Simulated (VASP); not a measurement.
**Mg3SnO: single point with r2SCAN**

Crystal: Mg3SnO.

```
CELL_PARAMETERS angstrom
4.30124 0.00000 0.00000
0.00000 4.30124 0.00000
0.00000 0.00000 4.30124
ATOMIC_POSITIONS crystal
Sn 0.00000 0.00000 0.00000
O 0.50000 0.50000 0.50000
Mg 0.50000 0.50000 0.00000
Mg 0.50000 0.00000 0.50000
Mg 0.00000 0.50000 0.50000
```

This cell differs from its parent crystal: volume changed by -3%.

- Program: VASP 6.6.1
- Task: single point
- Functional: r2SCAN
- Potentials or basis: VASP PAW PBE potentials, release 64 (Sn_d, O, Mg)
- Cutoff: 520 eV
- k mesh: 6 × 6 × 6
- Occupations: fermi-dirac, width 0.02 eV
- Spin: no spin polarisation

| Item | Value |
| --- | --- |
| Pressure | 1.9 GPa |
| Band gap on the k mesh | 0.06 eV, indirect (least direct gap 0.55 eV) |

Levels at points of the mesh, in eV from the valence-band top:
```tsv
k point	band 10	band 11	band 12	band 13	band 14	band 15	band 16	band 17
(0.00, 0.00, 0.00)	-6.43	-0.54	-0.54	-0.54	0.70	0.70	2.62	6.34
(0.50, 0.00, 0.00)	-5.57	-5.30	-0.74	-0.74	1.84	3.76	4.07	4.23
(0.50, 0.50, 0.00)	-6.18	-3.00	-3.00	-0.37	0.40	3.01	3.23	3.23
(0.50, 0.50, 0.50)	-6.84	-3.92	-3.92	-3.92	1.82	1.82	1.82	4.20
```

Wall time 2.1 min on 1 thread of Intel(R) Xeon(R) Platinum 8488C (Sapphire Rapids), with other jobs on the host, peak memory 0.2 GiB.

Caveat: the PAW data sets were made with another functional, which shifts forces and pressure a little; spin-orbit coupling is left out, which moves the levels of the heavy elements. A k mesh can miss the band edges.
